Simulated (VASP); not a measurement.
The system is EuS (rocksalt type).

```
Eu S
1.0
     0.00000    2.92422    2.92422
     2.92422    0.00000    2.92422
     2.92422    2.92422    0.00000
Eu S
1 1
Direct
  0.00000 0.00000 0.00000
  0.50000 0.50000 0.50000
```

Base run:

| Item | Value |
| --- | --- |
| Program | VASP 6.6.1 |
| Functional | PBEsol |
| Potentials or basis | VASP PAW PBE potentials, release 64 (Eu, S) |
| Cutoff | 600 eV |
| k mesh | 10 × 10 × 10 |
| Occupations | fermi-dirac, width 0.08 eV |
| Spin | collinear spin, ferromagnetic start |
| Starting moments | [7.0, 0.0] μB |

Its results: pressure -3.6 GPa; net moment 6.93 μB per cell; site moments Eu +6.55; S -0.07 μB.

Question: The run is repeated on the same cell with these changes: functional from PBEsol to PBE. What comes out?

Answer: Pressure -0.2 GPa; net moment 6.94 μB per cell; site moments Eu +6.56; S -0.07 μB.

PBE binds less tightly than PBEsol, so the same cell stands under more pressure.

Caveats: a cell with one magnetic atom can't hold antiferromagnetic order, which such compounds often take; the cell stands under tension (at least some runs); the PAW data sets were made with another functional, which shifts forces and pressure a little (at least some runs).
